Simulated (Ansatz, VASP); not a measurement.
# Two plane-wave programs on Li7B

Contents of INCAR:

```
SYSTEM = Li7B
PREC = Accurate ; ENCUT = 600
EDIFF = 1E-6 ; ISMEAR = 0
SIGMA = 0.1 ; LREAL = .FALSE.
LASPH = .TRUE. ; NELM = 80
ALGO = Fast ; ISIF = 3
LWAVE = .FALSE. ; LCHARG = .FALSE.
GGA = PE ; IBRION = 2
NSW = 100 ; EDIFFG = -0.01
```

The input KPOINTS:

```
regular mesh
0
G
  8 8 8
  0 0 0
```

The input POSCAR:

```
Li7B
1.0
   -3.1067641437      3.1067641437      3.1067641437
    3.1067641437     -3.1067641437      3.1067641437
    3.1067641437      3.1067641437     -3.1067641437
Li B
7 1
Direct
    0.5000000000      0.5000000000      0.5000000000
    0.0000000000      0.0000000000      0.5000000000
    0.0000000000      0.5000000000      0.0000000000
    0.5000000000      0.0000000000      0.0000000000
    0.0000000000      0.5000000000      0.5000000000
    0.5000000000      0.0000000000      0.5000000000
    0.5000000000      0.5000000000      0.0000000000
    0.0000000000      0.0000000000      0.0000000000
```

Input for Ansatz:

```yaml
crystal:
  lattice:
    - [-3.1067641437, 3.1067641437, 3.1067641437]
    - [3.1067641437, -3.1067641437, 3.1067641437]
    - [3.1067641437, 3.1067641437, -3.1067641437]
  atoms:
    - { symbol: Li, position: [0.5, 0.5, 0.5] }
    - { symbol: Li, position: [0.0, 0.0, 0.5] }
    - { symbol: Li, position: [0.0, 0.5, 0.0] }
    - { symbol: Li, position: [0.5, 0.0, 0.0] }
    - { symbol: Li, position: [0.0, 0.5, 0.5] }
    - { symbol: Li, position: [0.5, 0.0, 0.5] }
    - { symbol: Li, position: [0.5, 0.5, 0.0] }
    - { symbol: B, position: [0.0, 0.0, 0.0] }
basis:
  ecutwfc: 420
kpoints:
  mp_grid: { grid: [8, 8, 8] }
hamiltonian:
  xc: pbe
scf:
  occupations: { method: gaussian, width: 0.1 }
output:
  forces: true
  stress: true
  eigenvalues: true
relax:
  adjacent_minimum: "off"
  f_tol: 0.01
  max_steps: 80
  cell: { stress_tol: 0.05 }
```

Alike in both runs: task relaxation of cell and atoms; functional PBE; k mesh 8 × 8 × 8; occupations gaussian, width 0.1 eV; no spin polarisation.

|  | VASP | Ansatz |
| --- | --- | --- |
| version | VASP 6.6.1 | Ansatz 0.2.0 |
| potentials or method | VASP PAW PBE potentials, release 64 (Li_sv, B), cutoff 600 eV | scalar-relativistic, plane waves, PAW |
| valence electrons in the cell | 24 | 24 |

Ansatz gave:

```
gap on the k mesh at the Fermi level, each at its own relaxed structure (eV) : none
relaxed volume (Å³/atom)                                                     : 14.99
relaxed length of the cell vector where the two differ most in proportion (Å)              : 5.381
```

Question: Which values does VASP return?

Answer: gap on the k mesh at the Fermi level, each at its own relaxed structure (eV): none; relaxed volume (Å³/atom): 14.96; relaxed length of the cell vector where the two differ most in proportion (Å): 5.378.

A gap of «none» marks a metal or a gap that the smearing closes.

Noted on VASP's run: the cutoff is under 1.25 times that of the potentials, so the pressure is a little rough.
